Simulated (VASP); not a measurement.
# MoS2 in VASP: notebook, part 2 of 2

VASP 6.6.1. The steps go on from the part before.

### Step 3. Single point, PBEsol

The input, INCAR:

```
SYSTEM = MoS2
ALGO = Normal ; DIPOL = 0.5 0.5 0.505
EDIFF = 1E-7 ; ENCUT = 520
GGA = PS ; IDIPOL = 3
ISIF = 2 ; ISMEAR = 0
LASPH = .TRUE. ; LCHARG = .FALSE.
LDIPOL = .TRUE. ; LREAL = Auto
LWAVE = .FALSE. ; NBANDS = 78
NELM = 100 ; PREC = Accurate
SIGMA = 0.05
```

The input, KPOINTS:

```
k-points
0
G
  8 4 1
  0 0 0
```

The input, POSCAR:

```
MoS2
1.0
    3.1431208307      0.0000000000      0.0000000000
    0.0000000000      6.5400925761      0.0000000000
    0.0000000000      0.0000000000     27.2110174743
S Mo
10 5
Direct
    0.5000000000      0.1903528276      0.2756236516
    0.0000000000      0.6170850351      0.3399526325
    0.0000000000      0.0748681500      0.3717295806
    0.5000000000      0.5016003575      0.4360585615
    0.5000000000      0.9593834724      0.4678355096
    0.0000000000      0.3861156799      0.5321644904
    0.0000000000      0.8438987947      0.5639414385
    0.5000000000      0.2706310022      0.6282704194
    0.5000000000      0.7284141171      0.6600473675
    0.0000000000      0.1551463246      0.7243763484
    0.5000000000      0.8845106962      0.3238085187
    0.0000000000      0.7690260186      0.4199144477
    0.5000000000      0.6535413410      0.5160203767
    0.0000000000      0.5380566634      0.6121263056
    0.5000000000      0.4225719858      0.7082322346
```

Potentials or basis: VASP PAW PBE potentials, release 64 (S, Mo_sv).

Launch:

```
cat potpaw_PBE.64/S/POTCAR potpaw_PBE.64/Mo_sv/POTCAR > POTCAR
mpirun -np 1 vasp_std > vasp.out
```

OUTCAR:

```text
SYSTEM = MoS2
   EDIFF = 1E-7
   ENCUT = 520
   GGA = PS
   ISIF = 2
   ISMEAR = 0
   LASPH = .TRUE.
   LREAL = Auto
   NELM = 100
   PREC = Accurate

 ion  position               nearest neighbor table
   1  0.500  0.190  0.276-  11 2.39
   2  0.000  0.617  0.340-  11 2.39  11 2.39  12 2.39
   3  0.000  0.075  0.372-  12 2.39  11 2.39  11 2.39
   4  0.500  0.502  0.436-  12 2.39  12 2.39  13 2.39
   5  0.500  0.959  0.468-  13 2.39  12 2.39  12 2.39
   6  0.000  0.386  0.532-  13 2.39  13 2.39  14 2.39
   7  0.000  0.844  0.564-  13 2.39  13 2.39  14 2.39
   8  0.500  0.271  0.628-  15 2.39  14 2.39  14 2.39
   9  0.500  0.728  0.660-  15 2.39  14 2.39  14 2.39
  10  0.000  0.155  0.724-  15 2.39  15 2.39
  11  0.500  0.885  0.324-   1 2.39   3 2.39   3 2.39   2 2.39   2 2.39  12 3.14  12 3.14
  12  0.000  0.769  0.420-   3 2.39   5 2.39   5 2.39   4 2.39   4 2.39   2 2.39  13 3.14  13 3.14
                            11 3.14  11 3.14
  13  0.500  0.654  0.516-   7 2.39   7 2.39   5 2.39   6 2.39   6 2.39   4 2.39  14 3.14  14 3.14
                            12 3.14  12 3.14
[... 1424 lines left out ...]
  --------------------------------------------------------------------------------------
  -------------------------------------------------------------------------------------
  Total       -7.8969018     -9.2034642     -3.5940543      0.0000000      0.9895019      0.0000000
  in kB      -22.6192168    -26.3616237    -10.2945049      0.0000000      2.8342454      0.0000000
  external PRESSURE =     -19.7584485 kB  Pullay stress =       0.0000000 kB

 VOLUME and BASIS-vectors are now :
 -----------------------------------------------------------------------------
  energy-cutoff  :      520.00
  volume of cell :      559.36
      direct lattice vectors                 reciprocal lattice vectors
     3.143120831  0.000000000  0.000000000     0.318155125  0.000000000  0.000000000
     0.000000000  6.540092576  0.000000000     0.000000000  0.152903034  0.000000000
     0.000000000  0.000000000 27.211017474     0.000000000  0.000000000  0.036749820

 POSITION                                       TOTAL-FORCE (eV/Angst)
 -----------------------------------------------------------------------------------
      1.57156      1.24493      7.50000         0.000000     -1.685499      0.023875
      0.00000      4.03579      9.25046         0.000000     -0.136495     -1.043079
      0.00000      0.48964     10.11514         0.000000     -0.696153     -0.292242
      1.57156      3.28051     11.86560         0.000000     -0.022560      0.026805
      1.57156      6.27446     12.73028         0.000000      0.051285     -0.070235
      0.00000      2.52523     14.48074         0.000000     -0.041238      0.005651
      0.00000      5.51918     15.34542         0.000000      0.007215     -0.025484
      1.57156      1.76995     17.09588         0.000000      0.375542      0.873646
      1.57156      4.76390     17.96056         0.000000     -0.168871      0.860358
      0.00000      1.01467     19.71102         0.000000      2.165836      0.441556
      1.57156      5.78478      8.81116         0.000000      2.611451      1.115066
      0.00000      5.02950     11.42630         0.000000     -0.085972      0.258371
      1.57156      4.27422     14.04144         0.000000     -0.003724     -0.011679
      0.00000      3.51894     16.65658         0.000000      0.128847      0.077549
      1.57156      2.76366     19.27172         0.000000     -2.499662     -2.240158
 -----------------------------------------------------------------------------------
    total drift:                                0.000000     -0.002615     -0.003136

  FREE ENERGIE OF THE ION-ELECTRON SYSTEM (eV)
  ---------------------------------------------------
  free  energy   TOTEN  =      -111.2584774558 eV

  energy  without entropy=     -111.2464234589  energy(sigma->0) =     -111.25245046

 vacuum level on the upper side and lower side of the slab         5.522         6.534
```

stdout:

```text
POSCAR found type information on POSCAR S Mo
 POSCAR found :  2 types and      15 ions
 scaLAPACK will be used
 -----------------------------------------------------------------------------
|                                                                             |
|                                                                             |
|     You enforced a specific xc type in the INCAR file but a different       |
|     I HOPE YOU KNOW WHAT YOU ARE DOING!                                     |
|                                                                             |
 -----------------------------------------------------------------------------

 LDA part: xc-table for (Slater+PW92), standard interpolation
 POSCAR, INCAR and KPOINTS ok, starting setup
 FFT: planning ... GRIDC
 FFT: planning ... GRID_SOFT
 FFT: planning ... GRID
 WAVECAR not read
 entering main loop
```

It took 36 min on 1 thread of Intel Xeon 6975P-C (Granite Rapids), shared host; peak memory 0.77 GiB.

What came out:

| Quantity | Value |
| --- | --- |
| Free energy | -111.2585 eV |
| Largest force | 3.357 eV/Å |
| Band gap on the k mesh | zero (bands 65 and 66 overlap by 0.60 eV) |

Forces in eV/Å, atoms in the order of the input:
```
S    0.000 -1.685  0.024
S    0.000 -0.136 -1.043
S    0.000 -0.696 -0.292
S    0.000 -0.023  0.027
S    0.000  0.051 -0.070
S    0.000 -0.041  0.006
S    0.000  0.007 -0.025
S    0.000  0.376  0.874
S    0.000 -0.169  0.860
S    0.000  2.166  0.442
Mo   0.000  2.611  1.115
Mo   0.000 -0.086  0.258
Mo   0.000 -0.004 -0.012
Mo   0.000  0.129  0.078
Mo   0.000 -2.500 -2.240
```

Levels at points of the mesh, in eV from the Fermi level:
```tsv
k point	band 62	band 63	band 64	band 65	band 66	band 67	band 68	band 69
(0.00, 0.00, 0.00)	-1.05	-0.75	-0.70	0.15	0.49	0.60	0.88	1.37
(0.50, 0.00, 0.00)	-1.16	-0.83	-0.26	0.14	0.17	0.34	1.15	1.55
(0.00, 0.50, 0.00)	-0.91	-0.39	-0.05	0.37	0.60	0.61	0.89	1.39
(0.50, 0.50, 0.00)	-1.09	-0.70	-0.55	0.26	0.30	0.42	1.25	1.70
```

Caveat: the PAW data sets were made with another functional, which shifts forces and pressure a little.
